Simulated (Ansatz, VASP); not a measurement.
One calculation of W, two programs

The input INCAR:

```
SYSTEM = W
PREC = Accurate
ENCUT = 520
EDIFF = 1E-6
ISMEAR = 0
SIGMA = 0.1
LREAL = .False.
LASPH = .True.
NELM = 100
ALGO = Fast
ISIF = 2
LWAVE = .False.
LCHARG = .False.
GGA = PE
NBANDS = 13
```

File KPOINTS:

```
regular mesh
0
Gamma
  15 15 15
  0 0 0
```

The input POSCAR:

```
W
1.0
   -1.4679027270      1.6595787270      1.6595787270
    1.6595787270     -1.4679027270      1.6595787270
    1.6595787270      1.6595787270     -1.4679027270
W
1
Direct
    0.0000000000      0.0000000000      0.0000000000
```

Input for Ansatz:

```yaml
crystal:
  lattice:
    - [-1.467902727, 1.659578727, 1.659578727]
    - [1.659578727, -1.467902727, 1.659578727]
    - [1.659578727, 1.659578727, -1.467902727]
  atoms:
    - { symbol: W, position: [0.0, 0.0, 0.0] }
basis:
  ecutwfc: 420
kpoints:
  mp_grid: { grid: [15, 15, 15] }
hamiltonian:
  xc: pbe
scf:
  occupations: { method: gaussian, width: 0.1 }
output:
  forces: true
  stress: true
  eigenvalues: true
```

Alike in both runs: task single point; functional PBE; k mesh 15 × 15 × 15; occupations gaussian, width 0.1 eV; no spin polarisation.

|  | VASP | Ansatz |
| --- | --- | --- |
| version | VASP 6.6.1 | Ansatz 0.2.0 |
| potentials or method | VASP PAW PBE potentials, release 64 (W_sv), cutoff 520 eV | scalar-relativistic, plane waves, PAW |
| valence electrons in the cell | 14 | 14 |

VASP gave:

* gap on the k mesh at the Fermi level (eV): none
* pressure (GPa): -22.3
* traceless stress, the component that is largest in VASP (GPa): -7.98

Question: Which values does Ansatz return?

Answer: gap on the k mesh at the Fermi level (eV): none; pressure (GPa): -22.5; traceless stress, the component that is largest in VASP (GPa): -7.93.

A gap of «none» marks a metal or a gap that the smearing closes. The functional is the same, so the differences come from potentials, cutoffs and numerics.

Neither program's run includes spin-orbit coupling.
